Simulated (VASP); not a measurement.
Runs of VASP 6.6.1 on Ti3Al. The structure is that of space group Fm-3m (No. 225), or close to it. The cells are those of the table. 

```tsv
cell	gap on the mesh (eV)	pressure (GPa)
a = 4.611 Å, angles 60.0°, 4 atoms	none	(b)
a = 4.488 Å, angles 60.0°, 4 atoms	none	4.9
a = 4.650 Å, angles 60.0°, 4 atoms	none	(a)
a = 4.689 Å, angles 60.0°, 4 atoms	none	-9.4
a = 4.570 Å, angles 60.0°, 4 atoms	none	-1.9
```

Alike in all rows: task single point; level r2SCAN; potentials or basis VASP PAW PBE potentials, release 64 (Ti_sv, Al); no spin polarisation; k mesh 6 × 6 × 6; cutoff (eV) 520; smearing methfessel-paxton 0.15 eV.

Question: Estimate the missing entries.

Answer: (a) -7.2; (b) -4.6.

Caveats: the PAW data sets were made with another functional, which shifts forces and pressure a little.

A gap of «none» marks levels without a gap at the run's occupations.
